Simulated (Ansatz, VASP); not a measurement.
**One calculation of Pb, two programs**

```xyz
2
Lattice="-2.9813 2.9468 1.6106 2.9468 -2.9813 1.6106 3.0488 3.0488 -1.6738" Properties=species:S:1:pos:R:3 pbc="T T T"
Pb    0.0764    5.9866   -0.0632
Pb    0.0162    2.9981    0.7737
```

Alike in both runs: task single point; functional LDA; k mesh 12 × 12 × 8; occupations fermi-dirac, width 0.1 eV; no spin polarisation.

|  | VASP | Ansatz |
| --- | --- | --- |
| version | VASP 6.6.1 | Ansatz 0.2.0 |
| potentials or method | VASP PAW LDA potentials, release 64 (Pb_d), cutoff 520 eV | plane waves (420 eV) with PAW, scalar-relativistic |
| valence electrons in the cell | 28 | 28 |

|  | VASP | Ansatz | Ansatz less VASP |
| --- | --- | --- | --- |
| pressure (GPa) | 2.3 | 2.3 | -0.07 |
| traceless stress, the component that is largest in VASP (GPa) | -0.20 | -0.20 | +0.006 |

Ansatz warns that its potentials were made for another functional, while VASP's fit it. LDA's correlation is that of Perdew and Zunger in VASP and of Perdew and Wang (1992) in Ansatz.

Neither program's run includes spin-orbit coupling.
